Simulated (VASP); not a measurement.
# Ta2N (P-3m1) in VASP: settings compared

Ta2N is run at these levels: PBEsol+D3(BJ), PBE, PBE+U; tasks: single point.

Program: VASP 6.6.1. These are calculated values, not measurements. Logs are shortened: lines on timing, memory, paths and dates and some standing lists are left out, and cuts for length are marked.

**1. The cell of the first run**

Symmetry: P-3m1, No. 164, trigonal system. The conventional cell has a = 3.113 Å, b = 3.113 Å, c = 4.870 Å, α = 90.00°, β = 90.00°, γ = 120.00°. Ta (site symmetry 3m) has 3 N at 2.18 Å within 2.9 Å. N (site symmetry -3m) has 6 Ta at 2.18 Å within 2.9 Å.

**2. Single point, PBEsol+D3(BJ)**

INCAR reads:

```
SYSTEM = Ta2N
ALGO     = Normal         ! electronic algorithm
EDIFF    = 1E-6           ! SCF threshold, eV
ENCUT    = 600            ! plane-wave cutoff, eV
GGA      = PS             ! functional
GGA_COMPAT= .FALSE.      
ISIF     = 2              ! what is computed and relaxed
ISMEAR   = -1             ! smearing method
ISYM     = 0            
IVDW     = 12             ! dispersion correction
LASPH    = .TRUE.         ! aspherical terms in the spheres
LCHARG   = .TRUE.         ! write CHGCAR
LELF     = .TRUE.         ! ELF
LREAL    = .FALSE.        ! projectors in reciprocal space
LVHAR    = .TRUE.       
LWAVE    = .FALSE.        ! write WAVECAR
NBANDS   = 20             ! bands
NELECT   = 28.0         
NELM     = 120            ! most SCF steps
PREC     = Accurate       ! precision mode
SIGMA    = 0.025851999786435532 ! smearing width, eV
```

KPOINTS reads:

```
Automatic mesh
0
Gamma
  6 1 3
  0 0 0.5
```

POSCAR reads:

```
Ta2N
1.0
    3.1128615060      0.0000000000      0.0000000000
   -1.5564307530      2.6958171426      0.0000000000
    0.0000000000      0.0000000000      4.8698410000
Ta N
2 1
Direct
    0.6666666667      0.3333333333      0.7452890000
    0.3333333333      0.6666666667      0.2547110000
    0.0000000000      0.0000000000      0.0000000000
```

Potentials or basis: VASP PAW PBE potentials, release 64 (Ta_pv, N).

Run with:

```
> cat potpaw_PBE.64/Ta_pv/POTCAR potpaw_PBE.64/N/POTCAR > POTCAR
> mpirun -np 1 vasp_std > vasp.out
```

OUTCAR:

```text
SYSTEM = Ta2N
   EDIFF = 1E-6
   ENCUT = 600
   GGA = PS
   ISIF = 2
   ISMEAR = -1
   ISYM = 0
   IVDW = 12
   LASPH = .TRUE.
   LREAL = .FALSE.
   NELECT = 28.0
   NELM = 120
   PREC = Accurate
 IVDW          = 12

 ion  position               nearest neighbor table
   1  0.667  0.333  0.745-   3 2.18   3 2.18   3 2.18   2 2.99   2 2.99   2 2.99   2 3.06   2 3.06
                             2 3.06
   2  0.333  0.667  0.255-   3 2.18   3 2.18   3 2.18   1 2.99   1 2.99   1 2.99   1 3.06   1 3.06
                             1 3.06
   3  0.000  0.000  0.000-   1 2.18   2 2.18   2 2.18   1 2.18   1 2.18   2 2.18

IMPORTANT INFORMATION: All symmetrisations will be switched off!
NOSYMM: (Re-)initialisation of all symmetry stuff for point group C_1.

----------------------------------------------------------------------------------------

                                     Primitive cell

  volume of cell :      40.8663

  direct lattice vectors                    reciprocal lattice vectors
     3.112861506  0.000000000  0.000000000     0.321247829  0.185472520  0.000000000
    -1.556430753  2.695817143  0.000000000     0.000000000  0.370945041  0.000000000
     0.000000000  0.000000000  4.869841000     0.000000000  0.000000000  0.205345513

  length of vectors
     3.112861506  3.112861506  4.869841000     0.370945041  0.370945041  0.205345513

  position of ions in fractional coordinates (direct lattice)
     0.666666667  0.333333333  0.745289000
     0.333333333  0.666666667  0.254711000
     0.000000000  0.000000000  0.000000000

  ion indices of the primitive-cell ions
   primitive index   ion index
                 1           1
                 2           2
                 3           3

----------------------------------------------------------------------------------------

 KPOINTS: Automatic mesh

Automatic generation of k-mesh.
 Grid dimensions read from file:
 generate k-points for:    6    1    3

 Generating k-lattice:

  Cartesian coordinates                     Fractional coordinates (reciprocal lattice)
     0.053541305  0.030912087  0.000000000     0.166666667  0.000000000  0.000000000
     0.000000000  0.370945041  0.000000000     0.000000000  1.000000000  0.000000000
     0.000000000  0.000000000  0.068448504     0.000000000  0.000000000  0.333333333

  Length of vectors
     0.061824173  0.370945041  0.068448504

[... 56 lines left out ...]
   LSORBIT =      F    spin-orbit coupling
   LASPH  =      T    aspherical Exc in radial PAW
   ENCUT  =  600.0 eV  44.10 Ry    6.64 a.u.   6.22  6.22  9.73*2*pi/ulx,y,z
   NELM   =    120;   NELMIN=  2; NELMDL= -5     # of ELM steps
   EDIFF  = 0.1E-05   stopping-criterion for ELM
   LREAL  =      F    real-space projection
   EDIFFG = 0.1E-04   stopping-criterion for IOM
   NSW    =      0    number of steps for IOM
   IBRION =     -1    ionic relax: 0-MD 1-quasi-New 2-CG
   NFREE  =      0    steps in history (QN), initial steepest desc. (CG)
   ISIF   =      2    stress and relaxation
   ISYM   =      0    0-nonsym 1-usesym 2-fastsym
   POTIM  = 0.5000    time-step for ionic-motion
   TEBEG  =    0.0;   TEEND  =   0.0 temperature during run
   PSTRESS=    0.0 pullay stress
   NELECT =      28.0000    total number of electrons
   NUPDOWN=      -1.0000    fix difference up-down
   EMIN   =  10.00;   EMAX   =-10.00  energy-range for DOS
   EFERMI =   0.00;   METHOD = LEGACY
   ISMEAR =    -1;   SIGMA  =   0.03  broadening in eV -4-tet -1-fermi 0-gaus
   EFERMI_NEDOS =   21; number of points for ismear=-14 and -15
   IALGO  =     38    algorithm
   IMIX   =      4    mixing-type and parameters
     AMIX     =   0.40;   BMIX     =  1.00
     AMIX_MAG =   1.60;   BMIX_MAG =  1.00
  volume/ion in A,a.u.               =      13.62        91.93
  Fermi-wavevector in a.u.,A,eV,Ry     =   1.443242  2.727332 28.340222  2.082948
  Thomas-Fermi vector in A             =   2.561672
   LORBIT       =      0    0 simple, 1 ext, 2 COOP (PROOUT), +10 PAW based schemes
   GGA     = PS    functional components
   LHFCALC =     F    Hartree Fock is set to
   AEXX    =    0.0000 exact exchange contribution
   IVDW    =    12    specifies the selected vdW correction
   LEPSILON=     F    determine dielectric tensor
   LRPA    =     F    only Hartree local field effects (RPA)
 non-spin polarized calculation
  energy-cutoff  :      600.00
  volume of cell :       40.87
 maximum number of plane-waves:      1376
 NGX is ok and might be reduce to    28
   NGX = 13   NGY = 13   NGZ = 19

 number of electron      27.9999997 magnetization

 Free energy of the ion-electron system (eV)
  ---------------------------------------------------
  ext. energy  EPLUGINS =         0.00000000
  ---------------------------------------------------
  free energy    TOTEN  =       -27.97942080 eV

  energy without entropy =      -27.96887001  energy(sigma->0) =      -27.97414540

 E-fermi :   7.7440     XC(G=0): -13.1627

 val. band max:        7.5571657895   @ k =   0.1667   0.0000   0.1667
 cond. band min:       7.7456786876   @ k =  -0.1667   0.0000   0.1667
 fundamental gap:      0.1885128982
 Fermi energy:         7.7440432923

 k-point     1 :       0.0000    0.0000    0.1667
  band No.  band energies     occupation
      1     -28.0290      2.00000
      2     -27.2431      2.00000
      3     -27.2072      2.00000
      4     -27.1244      2.00000
      5     -27.0751      2.00000
      6     -27.0090      2.00000
[... 219 lines left out ...]
     19      11.7027      0.00000
     20      13.5650      0.00000

------------------------ aborting loop because EDIFF is reached ----------------------------------------

 Edisp (eV)   -1.59411

 E8    (eV) :    -1.1423

  FORCE on cell =-STRESS in cart. coord.  units (eV):
  Direction    XX          YY          ZZ          XY          YZ          ZX
  --------------------------------------------------------------------------------------
  -------------------------------------------------------------------------------------
  Total       7.81459    11.40381     4.08198    -3.10832     0.33444     0.57926
  in kB     306.37406   447.09044   160.03540  -121.86278    13.11173    22.71008
  external pressure =      304.50 kB  Pullay stress =        0.00 kB

 VOLUME and BASIS-vectors are now :
 -----------------------------------------------------------------------------
  energy-cutoff  :      600.00
  volume of cell :       40.87
      direct lattice vectors                 reciprocal lattice vectors
     3.112861506  0.000000000  0.000000000     0.321247829  0.185472520  0.000000000
    -1.556430753  2.695817143  0.000000000     0.000000000  0.370945041  0.000000000
     0.000000000  0.000000000  4.869841000     0.000000000  0.000000000  0.205345513

 POSITION                                       TOTAL-FORCE (eV/Angst)
 -----------------------------------------------------------------------------------
      1.55643      0.89861      3.62944         0.768954      0.443959      1.970646
     -0.00000      1.79721      1.24040        -0.768943     -0.443952     -1.970617
      0.00000      0.00000      0.00000        -0.000011     -0.000007     -0.000029
 -----------------------------------------------------------------------------------
    total drift:                                0.000037      0.000022      0.000074

  FREE ENERGIE OF THE ION-ELECTRON SYSTEM (eV)
  ---------------------------------------------------
  free  energy   TOTEN  =       -29.5735282188 eV

  energy  without entropy=      -29.5629774259  energy(sigma->0) =      -29.56825282
```

OSZICAR:

```text
N       E                     dE             d eps       ncg     rms          rms(c)
DAV:   1     0.257101342665E+03    0.25710E+03   -0.17523E+04   400   0.163E+03
DAV:   2    -0.180799408097E+02   -0.27518E+03   -0.26504E+03   448   0.449E+02
DAV:   3    -0.304785533060E+02   -0.12399E+02   -0.12024E+02   468   0.844E+01
DAV:   4    -0.307249762948E+02   -0.24642E+00   -0.24537E+00   516   0.114E+01
DAV:   5    -0.307298933184E+02   -0.49170E-02   -0.49132E-02   496   0.105E+00    0.256E+01
DAV:   6    -0.284635086349E+02    0.22664E+01   -0.17920E+01   536   0.254E+01    0.129E+01
DAV:   7    -0.280435081650E+02    0.42000E+00   -0.24509E+00   472   0.992E+00    0.773E+00
DAV:   8    -0.279910743097E+02    0.52434E-01   -0.34295E-01   448   0.427E+00    0.672E-01
DAV:   9    -0.279798513081E+02    0.11223E-01   -0.66188E-02   452   0.157E+00    0.341E-01
DAV:  10    -0.279795373525E+02    0.31396E-03   -0.63486E-03   452   0.673E-01    0.110E-01
DAV:  11    -0.279794661064E+02    0.71246E-04   -0.13534E-03   528   0.346E-01    0.698E-02
DAV:  12    -0.279794194303E+02    0.46676E-04   -0.25357E-04   516   0.143E-01    0.244E-02
DAV:  13    -0.279794217787E+02   -0.23484E-05   -0.17182E-05   452   0.363E-02    0.685E-03
DAV:  14    -0.279794207982E+02    0.98059E-06   -0.15626E-06   240   0.111E-02
   1 F= -.29573528E+02 E0= -.29568253E+02  d E =-.105508E-01
```

stdout:

```text
POSCAR found type information on POSCAR TaN
 POSCAR found :  2 types and       3 ions
 scaLAPACK will be used
 -----------------------------------------------------------------------------
|                                                                             |
|                                                                             |
[... 22 lines left out ...]
|                                                                             |
 -----------------------------------------------------------------------------

 POSCAR, INCAR and KPOINTS ok, starting setup
 FFT: planning ... GRIDC
 FFT: planning ... GRID_SOFT
 FFT: planning ... GRID
 WAVECAR not read
 entering main loop
 the old and the new charge density differ
 old charge density:    27.00000 new   28.00000
    0.256E+01
```

Run time: 18 s. Hardware: 1 thread of AMD EPYC 7R43 (Zen 3), shared host; peak memory 0.16 GiB.

Results:

```
Free energy                : -29.5735 eV
Largest force              : 2.161 eV/Å
Dispersion energy per atom : -0.531 eV
```

Forces in eV/Å, atoms in the order of the input:
```
Ta   0.769  0.444  1.971
Ta  -0.769 -0.444 -1.971
N    0.000  0.000  0.000
```

Levels at points of the mesh, in eV from the Fermi level:
| k point | band 12 | band 13 | band 14 | band 15 | band 16 | band 17 |
| --- | --- | --- | --- | --- | --- | --- |
| (0.00, 0.00, 0.50) | -3.33 | -1.65 | -1.47 | 1.26 | 1.31 | 1.84 |
| (0.50, 0.00, 0.50) | -2.89 | -2.76 | -0.67 | 0.25 | 2.92 | 3.04 |

Caveat: the k points lie up to 2.33 Å⁻¹ apart; the cell carries a net charge on a neutralising background, which shifts energy and pressure; the cell is charged against a uniform background, so pressure and absolute levels hang on convention; the PAW data sets were made with another functional, which shifts forces and pressure a little; spin-orbit coupling is left out, which moves the levels of the heavy elements; pairwise dispersion overbinds metals, which lowers pressure and volume.

**3. Single point, PBE**

INCAR reads:

```
PREC = Accurate
ENCUT = 600
EDIFF = 1E-6
ISMEAR = 0
SIGMA = 0.1
LREAL = F
LASPH = T
NELM = 120
ALGO = Normal
ISIF = 2
LWAVE = F
LCHARG = T
GGA = PE
LELF = T
LVHAR = T
NBANDS = 20
ISYM = 0
GGA_COMPAT = F
```

KPOINTS reads:

```
regular mesh
0
Gamma
  5 6 1
```

POSCAR is that of step 2.

Potentials or basis: VASP PAW PBE potentials, release 64 (Ta_pv, N).

Run with:

```
> cat potpaw_PBE.64/Ta_pv/POTCAR potpaw_PBE.64/N/POTCAR > POTCAR
> mpirun -np 1 vasp_std > vasp.out
```

It took 25 s on 1 thread of AMD EPYC 7R43 (Zen 3), shared host; peak memory 0.15 GiB.

It converged, with:

```
Free energy   : -34.7350 eV
Pressure      : -1.9 GPa
Largest force : 0.657 eV/Å
```

Forces in eV/Å, atoms in the order of the input:
```
Ta  -0.041 -0.095  0.649
Ta   0.041  0.095 -0.649
N    0.000  0.000  0.000
```

Stress tensor (GPa, compression positive):
```
 11.16   0.09  -0.45
  0.09  12.95  -1.13
 -0.45  -1.13 -29.77
```

Levels at points of the mesh, in eV from the Fermi level:
| k point | band 9 | band 10 | band 11 | band 12 | band 13 | band 14 | band 15 | band 16 | band 17 | band 18 |
| --- | --- | --- | --- | --- | --- | --- | --- | --- | --- | --- |
| (0.00, 0.00, 0.00) | -6.39 | -6.38 | -5.41 | -1.05 | -0.67 | -0.67 | -0.13 | -0.12 | -0.10 | 0.73 |
| (0.00, 0.50, 0.00) | -6.87 | -6.69 | -4.97 | -3.05 | -1.81 | 1.34 | 1.48 | 3.31 | 3.55 | 3.80 |

Caveat: the k points lie up to 1.29 Å⁻¹ apart; spin-orbit coupling is left out, which moves the levels of the heavy elements.

(Part 1 of 2 ends here.)
